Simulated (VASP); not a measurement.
Crystal: MgO (Periclase).

```
Mg O
1.0
     0.00000    2.10850    2.10850
     2.10850    0.00000    2.10850
     2.10850    2.10850    0.00000
Mg O
1 1
Cartesian
  0.0000 0.0000 0.0000
  2.1085 2.1085 2.1085
```

```yaml
Program: VASP 6.6.1
Task: relaxation of volume and atoms at fixed shape
Functional: LDA
Potentials_or_basis: VASP PAW LDA potentials, release 64 (Mg, O)
Cutoff: 600 eV
k_mesh: 9 × 9 × 9
Occupations: gaussian, width 0.01 eV
Spin: no spin polarisation
```

At the start: pressure -8.5 GPa; volume 9.37 Å³/atom.

Q: Where does the relaxation end?

A: Over 3 steps the energy falls by 13.4 meV/atom and the volume is 8.89 Å³/atom (-5.1 %); space group Fm-3m (No. 225, to 0.05 Å).

The path:
```
step  energy change (eV)  largest force (eV/Å)  pressure (GPa)  volume (Å³)
   1              0.0000                0.0000           -8.48        18.75
   2             -0.0227                0.0000            3.71        17.43
   3             -0.0267                0.0000            0.01        17.78
```

Final structure:
```xyz
2
Lattice="0.0000 2.0717 2.0717 2.0717 0.0000 2.0717 2.0717 2.0717 0.0000" Properties=species:S:1:pos:R:3 pbc="T T T"
Mg    0.0000    0.0000    0.0000
O     2.0717    2.0717    2.0717
```
